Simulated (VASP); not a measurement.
Wanted: the native input for a VASP 6.6.1 run.

```
Task                   : relaxation of cell and atoms
Functional             : PBE
Potentials or basis    : VASP PAW PBE potentials, release 64 (Ga_d, P)
Cutoff                 : 600 eV
k mesh                 : 10 × 10 × 10
Occupations            : gaussian, width 0.01 eV
Spin                   : no spin polarisation
Target pressure        : 20 GPa
Dipole correction      : no
Further INCAR settings : ALGO = Normal; EDIFF = 1e-07; IBRION = 2; EDIFFG = -0.001; NSW = 80; ISIF = 3
```

The structure of GaP lies in POSCAR:

```
GaP
1.0
    0.0000000000      2.5962187346      2.5962187346
    2.5962187346      0.0000000000      2.5962187346
    2.5962187346      2.5962187346      0.0000000000
Ga P
1 1
Direct
    0.0000000000      0.0000000000      0.0000000000
    0.7500000000      0.7500000000      0.7500000000
```

One way to write it, as run:

INCAR

```
PREC     = Accurate       # precision mode
ENCUT    = 600            # plane-wave cutoff, eV
EDIFF    = 1E-7           # SCF threshold, eV
ISMEAR   = 0              # smearing method
SIGMA    = 0.01           # smearing width, eV
LREAL    = F              # projectors in reciprocal space
LASPH    = T              # aspherical terms in the spheres
NELM     = 80             # most SCF steps
ALGO     = Normal         # electronic algorithm
ISIF     = 3              # what is computed and relaxed
LWAVE    = F              # write WAVECAR
LCHARG   = F              # write CHGCAR
GGA      = PE             # functional
IBRION   = 2              # ionic algorithm
NSW      = 80             # ionic steps
EDIFFG   = -0.001         # ionic threshold
PSTRESS  = 200.0
```

KPOINTS

```
regular mesh
0
Gamma
  10 10 10
```

Potentials or basis: VASP PAW PBE potentials, release 64 (Ga_d, P).

The run is started by

```console
$ cat potpaw_PBE.64/Ga_d/POTCAR potpaw_PBE.64/P/POTCAR > POTCAR
$ mpirun -np 1 vasp_std > vasp.out
```

It gave:

* Relaxed volume: 17.48 Å³/atom
* Relaxed cell: a = 3.670 Å, b = 3.670 Å, c = 3.670 Å, α = 60.00°, β = 60.00°, γ = 60.00°
* Space group after relaxing (to 0.05 Å): F-43m (No. 216)
* Energy change on relaxing (the enthalpy is what falls): +2.7 meV/atom
* Ionic steps: 10
* Pressure after relaxing: 20.0 GPa
* Band gap on the k mesh: 1.31 eV, indirect (least direct gap 3.08 eV)

Caveat: the cell is relaxed towards a set pressure, so the enthalpy falls and the energy may rise.

It took 110 s on 1 thread of Intel(R) Xeon(R) Platinum 8259CL CPU @ 2.50GHz (Skylake/Cascade Lake) (shared host), peak memory 0.19 GiB.
